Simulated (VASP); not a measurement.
Runs of VASP 6.6.1 on InAs. The structure is that of space group Fm-3m (No. 225), or close to it. The cells are those of the table. 

```tsv
level	potentials or basis	U	cell	k mesh	cutoff (eV)	smearing	LDAUTYPE	hund's J	gap on the mesh (eV)	pressure (GPa)
PBE	VASP PAW PBE potentials, release 64 (In_d, As)	-	a = 4.069 Å, angles 60.0°, 2 atoms	2 × 2 × 2, shifted	500	gaussian 0.1 eV	-	-	(c)	-1.7
RPBE	VASP PAW PBE potentials, release 64 (In_d, As)	-	a = 4.069 Å, angles 60.0°, 2 atoms	4 × 4 × 4	500	methfessel-paxton 0.014 eV	-	-	none	2.3
PBE	VASP PAW PBE potentials, release 64 (In_d, As)	-	a = 4.069 Å, angles 60.0°, 2 atoms	2 × 2 × 2	500	gaussian 0.1 eV	-	-	none	11.6
RPBE	VASP PAW PBE potentials, release 64 (In_d, As)	-	a = 4.069 Å, angles 60.0°, 2 atoms	2 × 2 × 2	500	methfessel-paxton 0.14 eV	-	-	none	(a)
PBE	VASP PAW PBE potentials, release 64 (In_d, As)	-	a = 4.069 Å, angles 60.0°, 2 atoms	4 × 4 × 4	520	gaussian 0.1 eV	-	-	none	0.8
PBE	VASP PAW PBE potentials, release 64 (In_d, As)	-	a = 4.069 Å, angles 60.0°, 2 atoms	4 × 4 × 4	500	gaussian 0.1 eV	-	-	none	0.8
RPBE+D4	VASP PAW PBE potentials, release 64 (In_d, As)	-	a = 4.069 Å, angles 60.0°, 2 atoms	4 × 4 × 4	500	gaussian 0.1 eV	-	-	none	-2.5
RPBE	VASP PAW PBE potentials, release 64 (In_d, As)	-	a = 4.069 Å, angles 60.0°, 2 atoms	4 × 4 × 4	500	gaussian 0.1 eV	-	-	none	2.6
PBE	VASP PAW PBE potentials, release 64 (In_d, As)	-	a = 3.632 Å, angles 60.0°, 2 atoms	4 × 4 × 4	500	gaussian 0.1 eV	-	-	none	(b)
LDA	VASP PAW LDA potentials, release 64 (In_d, As)	-	a = 4.069 Å, angles 60.0°, 2 atoms	4 × 4 × 4	500	gaussian 0.1 eV	-	-	none	-4.0
PBE+U	VASP PAW PBE potentials, release 64 (In_d, As)	In d U = 3.1 eV, J = 0.61 eV	a = 4.069 Å, angles 60.0°, 2 atoms	4 × 4 × 4	500	gaussian 0.1 eV	1	0.61	none	0.0
```

Alike in all rows: task single point; no spin polarisation.

Problem. Estimate the missing entries.

Solution. (a) 13.6; (b) 48.0; (c) 0.73.

Caveats: all runs use coarse meshes; spin-orbit coupling is left out, which moves the levels of the heavy elements; the PAW data sets were made with another functional, which shifts forces and pressure a little (some runs); pairwise dispersion overbinds metals, which lowers pressure and volume (some runs); U without spin polarisation on a metal has little footing (some runs); the U is typed as a test and isn't derived for this compound (some runs).

A k mesh can miss the band edges, and the runs leave out spin-orbit coupling on As, In.

A gap of «none» marks levels without a gap at the run's occupations.
